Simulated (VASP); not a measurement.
## Sr: single point with BLYP

Sr:

```
CELL_PARAMETERS angstrom
0.00000 3.08239 3.08239
3.08239 0.00000 3.08239
3.08239 3.08239 0.00000
ATOMIC_POSITIONS crystal
Sr 0.00000 0.00000 0.00000
```

```
Program             : VASP 6.6.1
Task                : single point
Functional          : BLYP
Potentials or basis : VASP PAW PBE potentials, release 64 (Sr_sv)
Cutoff              : 520 eV
k mesh              : 15 × 15 × 15
Occupations         : fermi-dirac, width 0.1 eV
Spin                : no spin polarisation
```

- Pressure: -0.4 GPa
- Band gap on the k mesh: zero (bands 5 and 6 overlap by 0.03 eV)

Levels at points of the mesh, in eV from the Fermi level:
```
           k point  band 2  band 3  band 4  band 5  band 6  band 7  band 8  band 9
(0.00, 0.00, 0.00)  -18.77  -18.77  -18.77   -3.51    2.11    2.11    2.11    3.40
```

Run time: 100 s on 1 thread of AMD EPYC 7R43 64-Core Processor (Zen 3) (shared host), peak memory 0.18 GiB.

Caveat: the PAW data sets were made with another functional, which shifts forces and pressure a little.
